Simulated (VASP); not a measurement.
# HgH3 (Pm-3m) in VASP: further runs

HgH3 is run at these levels: PBE; tasks: single point, relaxation of cell and atoms.

Everything below comes from runs of VASP 6.6.1. Logs are shortened: lines on timing, memory, paths and dates and some standing lists are left out, and cuts for length are marked.

## Step 1: The cell of the first run

It takes space group Pm-3m (No. 221, cubic). The conventional cell has a = 3.297 Å, b = 3.297 Å, c = 3.297 Å, α = 90.00°, β = 90.00°, γ = 90.00°. Hg (site symmetry m-3m) has 12 H at 2.33 Å within 3.1 Å. H (site symmetry 4/mmm) has 4 Hg at 2.33 Å and 8 H at 2.33 Å within 3.1 Å.

## Step 2: Single point, PBE

File INCAR:

```
PREC = Accurate ; ENCUT = 520
EDIFF = 1E-7 ; ISMEAR = 0
SIGMA = 0.1 ; LREAL = False
LASPH = True ; NELM = 60
ALGO = Normal ; ISIF = 2
LWAVE = False ; LCHARG = False
GGA = PE ; NBANDS = 16
```

File KPOINTS:

```
Automatic mesh
0
Gamma
  6 6 6
```

File POSCAR:

```
HgH3
1.0
    3.2966661555      0.0000000000      0.0000000000
    0.0000000000      3.2966661555      0.0000000000
    0.0000000000      0.0000000000      3.2966661555
Hg H
1 3
Direct
    0.0000000000      0.0000000000      0.0000000000
    0.0000000000      0.5000000000      0.5000000000
    0.5000000000      0.0000000000      0.5000000000
    0.5000000000      0.5000000000      0.0000000000
```

Potentials or basis: VASP PAW PBE potentials, release 64 (Hg, H).

Command:

```sh
cat potpaw_PBE.64/Hg/POTCAR potpaw_PBE.64/H/POTCAR > POTCAR
mpirun -np 1 vasp_std > vasp.out
```

OUTCAR:

```text
PREC = Accurate
   ENCUT = 520
   EDIFF = 1E-7
   ISMEAR = 0
   LREAL = False
   LASPH = True
   NELM = 60
   ISIF = 2
   GGA = PE

 ion  position               nearest neighbor table
   1  0.000  0.000  0.000-   2 2.33   3 2.33   4 2.33   2 2.33   3 2.33   2 2.33   4 2.33   2 2.33
                             3 2.33   4 2.33   3 2.33   4 2.33
   2  0.000  0.500  0.500-   1 2.33   1 2.33   1 2.33   1 2.33
   3  0.500  0.000  0.500-   1 2.33   1 2.33   1 2.33   1 2.33
   4  0.500  0.500  0.000-   1 2.33   1 2.33   1 2.33   1 2.33

  LATTYP: Found a simple cubic cell.
 ALAT       =     3.2966661555

  Lattice vectors:

 A1 = (   3.2966661555,   0.0000000000,   0.0000000000)
 A2 = (   0.0000000000,   3.2966661555,   0.0000000000)
 A3 = (   0.0000000000,   0.0000000000,   3.2966661555)

Analysis of symmetry for initial positions (statically):
=====================================================================
 Subroutine PRICEL returns:
 Original cell was already a primitive cell.

 Routine SETGRP: Setting up the symmetry group for a
 simple cubic supercell.

 Subroutine GETGRP returns: Found 48 space group operations
 (whereof 48 operations were pure point group operations)
 out of a pool of 48 trial point group operations.

The static configuration has the point symmetry O_h .

Analysis of symmetry for dynamics (positions and initial velocities):
=====================================================================
 Subroutine PRICEL returns:
 Original cell was already a primitive cell.

 Routine SETGRP: Setting up the symmetry group for a
 simple cubic supercell.

 Subroutine GETGRP returns: Found 48 space group operations
 (whereof 48 operations were pure point group operations)
 out of a pool of 48 trial point group operations.

The dynamic configuration has the point symmetry O_h .

 Subroutine INISYM returns: Found 48 space group operations
 (whereof 48 operations are pure point group operations),
 and found     1 'primitive' translations

----------------------------------------------------------------------------------------

                                     Primitive cell

  volume of cell :      35.8282

  direct lattice vectors                    reciprocal lattice vectors
     3.296666156  0.000000000  0.000000000     0.303336751  0.000000000  0.000000000
     0.000000000  3.296666156  0.000000000     0.000000000  0.303336751  0.000000000
     0.000000000  0.000000000  3.296666156     0.000000000  0.000000000  0.303336751

  length of vectors
     3.296666156  3.296666156  3.296666156     0.303336751  0.303336751  0.303336751

  position of ions in fractional coordinates (direct lattice)
     0.000000000  0.000000000  0.000000000
     0.000000000  0.500000000  0.500000000
     0.500000000  0.000000000  0.500000000
     0.500000000  0.500000000  0.000000000

  ion indices of the primitive-cell ions
   primitive index   ion index
                 1           1
                 2           2
                 3           3
                 4           4

----------------------------------------------------------------------------------------

 KPOINTS: Automatic mesh

Automatic generation of k-mesh.
 Grid dimensions read from file:
 generate k-points for:    6    6    6

 Generating k-lattice:

  Cartesian coordinates                     Fractional coordinates (reciprocal lattice)
     0.050556125  0.000000000  0.000000000     0.166666667  0.000000000  0.000000000
     0.000000000  0.050556125  0.000000000     0.000000000  0.166666667  0.000000000
     0.000000000  0.000000000  0.050556125     0.000000000  0.000000000  0.166666667

  Length of vectors
     0.050556125  0.050556125  0.050556125

  Shift w.r.t. Gamma in fractional coordinates (k-lattice)
     0.000000000  0.000000000  0.000000000

 Subroutine IBZKPT returns following result:
 ===========================================

 Found     20 irreducible k-points:

 Following reciprocal coordinates:
            Coordinates               Weight
  0.000000  0.000000  0.000000      1.000000
  0.166667  0.000000  0.000000      6.000000
  0.333333  0.000000  0.000000      6.000000
  0.500000  0.000000  0.000000      3.000000
  0.166667  0.166667  0.000000     12.000000
  0.333333  0.166667  0.000000     24.000000
[... 12 lines left out ...]
  0.500000  0.500000  0.333333      6.000000
  0.500000  0.500000  0.500000      1.000000
   k-points           NKPTS =     20   k-points in BZ     NKDIM =     20   number of bands    NBANDS=     16
   number of dos      NEDOS =    301   number of ions     NIONS =      4
   total plane-waves  NPLWV =  21952
   dimension x,y,z NGX =    28 NGY =   28 NGZ =   28
   dimension x,y,z NGXF=    56 NGYF=   56 NGZF=   56
   ions per type =               1   3
   NGX,Y,Z   is equivalent  to a cutoff of  14.12, 14.12, 14.12 a.u.
   NGXF,Y,Z  is equivalent  to a cutoff of  28.24, 28.24, 28.24 a.u.
 SYSTEM =  unknown system
   PREC   = accura    normal or accurate (medium, high low for compatibility)
   ISTART =      0    job   : 0-new  1-cont  2-samecut
   ICHARG =      2    charge: 1-file 2-atom 10-const
   ISPIN  =      1    spin polarized calculation?
   LNONCOLLINEAR =      F non collinear calculations
   LSORBIT =      F    spin-orbit coupling
   LASPH  =      T    aspherical Exc in radial PAW
   ENCUT  =  520.0 eV  38.22 Ry    6.18 a.u.   6.13  6.13  6.13*2*pi/ulx,y,z
   NELM   =     60;   NELMIN=  2; NELMDL= -5     # of ELM steps
   EDIFF  = 0.1E-06   stopping-criterion for ELM
   LREAL  =      F    real-space projection
   EDIFFG = 0.1E-05   stopping-criterion for IOM
   NSW    =      0    number of steps for IOM
   IBRION =     -1    ionic relax: 0-MD 1-quasi-New 2-CG
   NFREE  =      0    steps in history (QN), initial steepest desc. (CG)
   ISIF   =      2    stress and relaxation
   ISYM   =      2    0-nonsym 1-usesym 2-fastsym
   POTIM  = 0.5000    time-step for ionic-motion
   TEBEG  =    0.0;   TEEND  =   0.0 temperature during run
   PSTRESS=    0.0 pullay stress
   NELECT =      15.0000    total number of electrons
   NUPDOWN=      -1.0000    fix difference up-down
   EMIN   =  10.00;   EMAX   =-10.00  energy-range for DOS
   EFERMI =   0.00;   METHOD = LEGACY
   ISMEAR =     0;   SIGMA  =   0.10  broadening in eV -4-tet -1-fermi 0-gaus
   EFERMI_NEDOS =   21; number of points for ismear=-14 and -15
   IALGO  =     38    algorithm
   IMIX   =      4    mixing-type and parameters
     AMIX     =   0.40;   BMIX     =  1.00
     AMIX_MAG =   1.60;   BMIX_MAG =  1.00
  volume/ion in A,a.u.               =       8.96        60.45
  Fermi-wavevector in a.u.,A,eV,Ry     =   1.224702  2.314350 20.407297  1.499894
  Thomas-Fermi vector in A             =   2.359767
   LORBIT       =      0    0 simple, 1 ext, 2 COOP (PROOUT), +10 PAW based schemes
   GGA     = PE    functional components
   LHFCALC =     F    Hartree Fock is set to
   AEXX    =    0.0000 exact exchange contribution
   IVDW    =     0    specifies the selected vdW correction
   LEPSILON=     F    determine dielectric tensor
   LRPA    =     F    only Hartree local field effects (RPA)
 non-spin polarized calculation
 Gauss-broadening in eV      SIGMA  =   0.10
  energy-cutoff  :      520.00
  volume of cell :       35.83
 maximum number of plane-waves:       992
 NGX is ok and might be reduce to    28
   NGX = 13   NGY = 13   NGZ = 13

 number of electron      14.9999997 magnetization

 Free energy of the ion-electron system (eV)
  ---------------------------------------------------
  ext. energy  EPLUGINS =         0.00000000
  ---------------------------------------------------
  free energy    TOTEN  =        -5.55613868 eV

  energy without entropy =       -5.54569312  energy(sigma->0) =       -5.55091590

 E-fermi :   2.0171     XC(G=0): -10.5338

 val. band max:        1.9836034823   @ k =   0.5000   0.3333   0.0000
 cond. band min:       2.0371432456   @ k =   0.5000   0.3333   0.1667
 fundamental gap:      0.0535397633
 Fermi energy:         2.0171338077

 k-point     1 :       0.0000    0.0000    0.0000
  band No.  band energies     occupation
      1      -8.7064      2.00000
      2      -6.0486      2.00000
      3      -6.0486      2.00000
      4      -4.5283      2.00000
      5      -4.5283      2.00000
      6      -4.5283      2.00000
[... 8 lines left out ...]
     15      19.6194      0.00000
     16      20.9749      0.00000

 k-point     2 :       0.1667    0.0000    0.0000
  band No.  band energies     occupation
      1      -8.3025      2.00000
      2      -5.9603      2.00000
      3      -5.8913      2.00000
      4      -4.6440      2.00000
      5      -4.6440      2.00000
      6      -4.5192      2.00000
[... 8 lines left out ...]
     15      18.8415      0.00000
     16      18.8415      0.00000

 k-point     3 :       0.3333    0.0000    0.0000
  band No.  band energies     occupation
      1      -7.2682      2.00000
      2      -5.7731      2.00000
      3      -5.4475      2.00000
      4      -4.8631      2.00000
      5      -4.8631      2.00000
      6      -4.5007      2.00000
[... 8 lines left out ...]
     15      16.4988      0.00000
     16      16.6632      0.00000

 k-point     4 :       0.5000    0.0000    0.0000
  band No.  band energies     occupation
      1      -6.5783      2.00000
      2      -5.6734      2.00000
      3      -4.9673      2.00000
      4      -4.9673      2.00000
      5      -4.7912      2.00000
      6      -4.4915      2.00000
[... 8 lines left out ...]
     15      16.2840      0.00000
     16      17.5265      0.00000
[... 248 lines left out ...]
 k-point    18 :       0.5000    0.3333    0.3333
  band No.  band energies     occupation
      1      -6.1578      2.00000
      2      -5.9181      2.00000
      3      -5.7937      2.00000
      4      -4.6146      2.00000
      5      -4.3724      2.00000
      6      -1.1344      2.00000
[... 8 lines left out ...]
     15      23.1851      0.00000
     16      23.8416      0.00000

 k-point    19 :       0.5000    0.5000    0.3333
  band No.  band energies     occupation
      1      -6.2701      2.00000
      2      -5.9704      2.00000
      3      -5.9704      2.00000
      4      -4.4850      2.00000
      5      -4.1209      2.00000
      6       0.5289      2.00000
[... 8 lines left out ...]
     15      24.0006      0.00000
     16      24.0006      0.00000

 k-point    20 :       0.5000    0.5000    0.5000
  band No.  band energies     occupation
      1      -6.2029      2.00000
      2      -6.2029      2.00000
      3      -6.2029      2.00000
      4      -4.1133      2.00000
      5      -4.1133      2.00000
      6       2.1167      0.15892
[... 8 lines left out ...]
     15      26.7005      0.00000
     16      26.7005      0.00000

------------------------ aborting loop because EDIFF is reached ----------------------------------------

  FORCE on cell =-STRESS in cart. coord.  units (eV):
  Direction    XX          YY          ZZ          XY          YZ          ZX
  --------------------------------------------------------------------------------------
  -------------------------------------------------------------------------------------
  Total        0.0932995      0.0932995      0.0932995      0.0000000      0.0000000      0.0000000
  in kB        4.1721999      4.1721999      4.1721999      0.0000000      0.0000000      0.0000000
  external PRESSURE =       4.1721999 kB  Pullay stress =       0.0000000 kB

 VOLUME and BASIS-vectors are now :
 -----------------------------------------------------------------------------
  energy-cutoff  :      520.00
  volume of cell :       35.83
      direct lattice vectors                 reciprocal lattice vectors
     3.296666156  0.000000000  0.000000000     0.303336751  0.000000000  0.000000000
     0.000000000  3.296666156  0.000000000     0.000000000  0.303336751  0.000000000
     0.000000000  0.000000000  3.296666156     0.000000000  0.000000000  0.303336751

 POSITION                                       TOTAL-FORCE (eV/Angst)
 -----------------------------------------------------------------------------------
      0.00000      0.00000      0.00000         0.000000      0.000000      0.000000
      0.00000      1.64833      1.64833         0.000000      0.000000      0.000000
      1.64833      0.00000      1.64833         0.000000      0.000000      0.000000
      1.64833      1.64833      0.00000         0.000000      0.000000      0.000000
 -----------------------------------------------------------------------------------
    total drift:                               -0.000000     -0.000000     -0.000000

  FREE ENERGIE OF THE ION-ELECTRON SYSTEM (eV)
  ---------------------------------------------------
  free  energy   TOTEN  =        -5.5561386766 eV

  energy  without entropy=       -5.5456931161  energy(sigma->0) =       -5.55091590
```

Run time: 6.7 s. Hardware: 1 thread of Intel Xeon 6975P-C (Granite Rapids), shared host; peak memory 0.15 GiB.

What came out:

| Quantity | Value |
| --- | --- |
| Free energy | -5.5561 eV |
| Pressure | 0.4 GPa |

Levels at points of the mesh, in eV from the Fermi level:
```csv
k point,band 3,band 4,band 5,band 6,band 7,band 8,band 9,band 10,band 11,band 12
"(0.00, 0.00, 0.00)",-8.07,-6.55,-6.55,-6.55,1.56,1.56,5.41,5.98,5.98,5.98
"(0.50, 0.00, 0.00)",-6.98,-6.98,-6.81,-6.51,-5.04,0.60,4.59,9.20,9.20,10.78
"(0.50, 0.50, 0.00)",-6.91,-6.91,-6.16,-4.18,-4.18,-1.82,-0.63,8.31,8.31,10.63
"(0.50, 0.50, 0.50)",-8.22,-6.13,-6.13,0.10,0.10,0.10,1.19,2.10,2.10,2.10
```

Caveat: spin-orbit coupling is left out, which moves the levels of the heavy elements.

[end of part 1 of 2]
